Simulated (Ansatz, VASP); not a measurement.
# Mg6O5 in VASP and in Ansatz

File INCAR:

```
SYSTEM = Mg6O5
ALGO = Normal
EDIFF = 1E-6
ENCUT = 520
GGA = PS
ISIF = 2
ISMEAR = 0
LASPH = .True.
LCHARG = .False.
LREAL = .False.
LWAVE = .False.
NBANDS = 32
NELM = 100
PREC = Accurate
SIGMA = 0.05
```

KPOINTS

```
k-points
0
Gamma
  4 4 4
  0 0 0
```

File POSCAR:

```
Mg6O5
1.0
    5.5908553621      0.0000000000      0.0000000000
    0.0000000000      5.5908553621      0.0000000000
    0.0000000000      0.0000000000      5.5908553621
Mg O
6 5
Direct
    0.2500000000      0.0000000000      0.5000000000
    0.0000000000      0.5000000000      0.2500000000
    0.5000000000      0.7500000000      0.0000000000
    0.7500000000      0.0000000000      0.5000000000
    0.0000000000      0.5000000000      0.7500000000
    0.5000000000      0.2500000000      0.0000000000
    0.5000000000      0.0000000000      0.2500000000
    0.0000000000      0.7500000000      0.5000000000
    0.8750000000      0.5000000000      0.0000000000
    0.5000000000      0.0000000000      0.7500000000
    0.0000000000      0.2500000000      0.5000000000
```

Input for Ansatz:

```yaml
crystal:
  lattice:
    - [5.5908553621, 0.0, 0.0]
    - [0.0, 5.5908553621, 0.0]
    - [0.0, 0.0, 5.5908553621]
  atoms:
    - { symbol: Mg, position: [0.25, 0.0, 0.5] }
    - { symbol: Mg, position: [0.0, 0.5, 0.25] }
    - { symbol: Mg, position: [0.5, 0.75, 0.0] }
    - { symbol: Mg, position: [0.75, 0.0, 0.5] }
    - { symbol: Mg, position: [0.0, 0.5, 0.75] }
    - { symbol: Mg, position: [0.5, 0.25, 0.0] }
    - { symbol: O, position: [0.5, 0.0, 0.25] }
    - { symbol: O, position: [0.0, 0.75, 0.5] }
    - { symbol: O, position: [0.875, 0.5, 0.0] }
    - { symbol: O, position: [0.5, 0.0, 0.75] }
    - { symbol: O, position: [0.0, 0.25, 0.5] }
basis:
  ecutwfc: 420
kpoints:
  mp_grid: { grid: [4, 4, 4] }
hamiltonian:
  xc: pbesol
  pseudopotentials: { kind: paw, azcp: { folder: soft_1 } }
scf:
  occupations: { method: gaussian, width: 0.05 }
output:
  forces: true
  stress: true
  eigenvalues: true
  write_density: true
  write_potential: true
  elf: true
  volumetric_format: npy
```

Change from the starting cell: O vacancy; atom 9 moved 0.250 of the way to it and +0.000 Å across, host rigid.

Alike in both runs: task single point; functional PBEsol; k mesh 4 × 4 × 4; occupations gaussian, width 0.05 eV; no spin polarisation.

```csv
,VASP,Ansatz
version,VASP 6.6.1,Ansatz 0.2.0
potentials or method,"VASP PAW PBE potentials, release 64 (Mg, O), cutoff 520 eV","scalar-relativistic, plane waves, PAW"
valence electrons in the cell,42,90
```

VASP gave:

```
gap on the k mesh at the Fermi level (eV)                     : 0.50
least direct gap on the mesh (eV)                             : 1.71
pressure (GPa)                                                : 9.4
traceless stress, the component that is largest in VASP (GPa) : 14.58
rms of the force components (eV/Å)                            : 3.190
```

What did Ansatz give for the same quantities?

gap on the k mesh at the Fermi level (eV): 0.49; least direct gap on the mesh (eV): 1.71; pressure (GPa): 9.0; traceless stress, the component that is largest in VASP (GPa): 13.76; rms of the force components (eV/Å): 3.024.

VASP's potentials were made for PBE, not for PBEsol, and Ansatz warns of the same on its side. Atom by atom the forces differ by 0.167 eV/Å (rms over components). With one functional, cell and mesh, what is left measures potentials, basis and numerics. VASP's potentials hold 42 valence electrons a cell and Ansatz's 90, so a difference there can come from the potentials and not from the codes.
